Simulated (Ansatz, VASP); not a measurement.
One calculation of Se, two programs

```
CELL_PARAMETERS angstrom
-1.76004 1.76004 1.76004
1.76004 -1.76004 1.76004
1.76004 1.76004 -1.76004
ATOMIC_POSITIONS crystal
Se 0.00000 0.00000 0.00000
```

Alike in both runs: task relaxation of cell and atoms; functional RPBE; k mesh 13 × 13 × 13; occupations fermi-dirac, width 0.1 eV; no spin polarisation.

|  | VASP | Ansatz |
| --- | --- | --- |
| version | VASP 6.6.1 | Ansatz 0.2.0 |
| potentials or method | VASP PAW PBE potentials, release 64 (Se), cutoff 600 eV | plane waves (420 eV) with PAW, scalar-relativistic |
| valence electrons in the cell | 6 | 16 |

VASP gave:

```
relaxed volume (Å³/atom)                                     : 20.88
relaxed cell length with the largest relative difference (Å) : 3.004
```

**Question.** What did Ansatz give for the same quantities?

**Answer.** Relaxed volume (Å³/atom): 20.90; relaxed cell length with the largest relative difference (Å): 3.006.

VASP's potentials were made for PBE, not for RPBE. VASP's potentials hold 6 valence electrons a cell and Ansatz's 16, so a difference there can come from the potentials and not from the codes.
